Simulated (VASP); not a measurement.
## In: single point with RPBE

The system is In.

```
In
1.0
     0.00000    3.38869    3.38869
     3.38869    0.00000    3.38869
     3.38869    3.38869    0.00000
In
2
Direct
  0.12500 0.12500 0.12500
  0.87500 0.87500 0.87500
```

This isn't the form of In at room conditions, which is tetragonal.

```yaml
Program: VASP 6.6.1
Task: single point
Functional: RPBE
Potentials_or_basis: VASP PAW PBE potentials, release 64 (In_d)
Cutoff: 520 eV
k_mesh: 9 × 9 × 9
Occupations: fermi-dirac, width 0.1 eV
Spin: no spin polarisation
```

```json
{
 "Pressure": "0.7 GPa",
 "Band gap on the k mesh": "zero (bands 13 and 14 overlap by 2.89 eV)"
}
```

Levels at points of the mesh, in eV from the Fermi level:
```tsv
k point	band 9	band 10	band 11	band 12	band 13	band 14	band 15	band 16	band 17	band 18
(0.00, 0.00, 0.00)	-14.21	-14.21	-7.74	1.80	2.17	2.17	2.17	3.85	3.85	3.85
```

It took 21 s on 1 thread of Intel(R) Xeon(R) 6975P-C (Granite Rapids), on a shared host, peak memory 0.21 GiB.

Caveat: the PAW data sets were made with another functional, which shifts forces and pressure a little; spin-orbit coupling is left out, which moves the levels of the heavy elements.
